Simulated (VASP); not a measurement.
Si:

```
Si
1.0
    -3.33187    3.33187    2.99414
     3.33187   -3.33187    2.99414
     3.33187    3.33187   -2.99414
Si
8
Direct
  0.75543 0.11320 0.23211
  0.88109 0.52332 0.76789
  0.11320 0.75543 0.23211
  0.47668 0.24457 0.35776
  0.88680 0.11891 0.64224
  0.52332 0.88109 0.76789
  0.24457 0.47668 0.35776
  0.11891 0.88680 0.64224
```

The cell was built from a structure type or drawn by symmetry, and may not be a known phase.

| Item | Value |
| --- | --- |
| Program | VASP 6.6.1 |
| Task | relaxation of cell and atoms |
| Functional | PBE |
| Potentials or basis | VASP PAW PBE potentials, release 64 (Si) |
| Cutoff | 600 eV |
| k mesh | 4 × 4 × 4 |
| Occupations | gaussian, width 0.1 eV |
| Spin | no spin polarisation |

At the start: pressure 28.6 GPa; volume 16.62 Å³/atom.

Task: How do energy, volume and symmetry change on relaxing?

Result: Over 11 steps the energy falls by 328.8 meV/atom and the volume is 20.66 Å³/atom (+24.3 %); space group I-42m (No. 121, to 0.1 Å) before and after.

The path:
```tsv
step	energy change (eV)	largest force (eV/Å)	pressure (GPa)	volume (Å³)
1	0.0000	1.6056	28.63	132.96
2	-0.7973	1.0460	-9.67	198.22
3	-2.5260	0.6969	0.39	162.54
4	-2.5278	0.6805	0.74	161.89
5	-2.5279	0.6650	1.08	161.27
6	-2.6140	0.1151	-0.14	164.67
7	-2.6141	0.1054	-0.11	164.56
8	-2.6210	0.0923	0.08	164.41
9	-2.6268	0.0797	0.41	164.15
10	-2.6271	0.0784	0.51	164.08
11	-2.6301	0.0235	-0.05	165.29
```

Final structure:
```
Si
1.0
    -3.59695    3.59695    3.19388
     3.59695   -3.59695    3.19388
     3.59695    3.59695   -3.19388
Si
8
Direct
  0.76546 0.11616 0.23453
  0.88163 0.53094 0.76547
  0.11616 0.76546 0.23453
  0.46906 0.23454 0.35069
  0.88384 0.11837 0.64931
  0.53094 0.88163 0.76547
  0.23454 0.46906 0.35069
  0.11837 0.88384 0.64931
```

Caveat: the volume moved by over 15 % at a fixed basis, so the end points are rough.
